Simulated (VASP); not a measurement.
Wanted: the native input for a VASP 6.6.1 run.

```
Task                   : single point
Functional             : PBEsol
Potentials or basis    : VASP PAW PBE potentials, release 64 (Ta_pv, N)
Cutoff                 : 520 eV
k mesh                 : 18 × 18 × 10
Occupations            : gaussian, width 0.15 eV
Spin                   : no spin polarisation
Dipole correction      : no
Further INCAR settings : ALGO = Normal; EDIFF = 1e-06; NBANDS = 20
```

The structure of Ta2N lies in POSCAR:

```
Ta2N
1.0
    3.2044935884      0.0000000000      0.0000000000
   -1.6022467942      2.7751728538      0.0000000000
    0.0000000000      0.0000000000      4.4513620437
Ta N
2 1
Direct
    0.6666666667      0.3333333333      0.7463700642
    0.3333333333      0.6666666667      0.2536299358
    0.0000000000      0.0000000000      0.0000000000
```

These files were run (other wordings do the same):

INCAR

```
SYSTEM = Ta2N
PREC = Accurate
ENCUT = 520
EDIFF = 1E-6
ISMEAR = 0
SIGMA = 0.15
LREAL = .False.
LASPH = .True.
NELM = 100
ALGO = Normal
ISIF = 2
LWAVE = .False.
LCHARG = .False.
GGA = PS
NBANDS = 20
```

KPOINTS

```
regular mesh
0
Gamma
  18 18 10
  0 0 0
```

Potentials or basis: VASP PAW PBE potentials, release 64 (Ta_pv, N).

The run is started by

```bash
$ cat potpaw_PBE.64/Ta_pv/POTCAR potpaw_PBE.64/N/POTCAR > POTCAR
$ mpirun -np 1 vasp_std > vasp.out
```

Results of the run:

```yaml
Pressure: 2.2 GPa
Largest_force: 0.828 eV/Å
Band_gap_on_the_k_mesh: zero (an odd number of electrons rules out a gap without spin polarisation)
```

Caveat: the PAW data sets were made with another functional, which shifts forces and pressure a little; spin-orbit coupling is left out, which moves the levels of the heavy elements.

Wall time 3.7 min on 1 thread of Intel(R) Xeon(R) Platinum 8175M CPU @ 2.50GHz (Skylake/Cascade Lake) (shared host), peak memory 0.34 GiB.
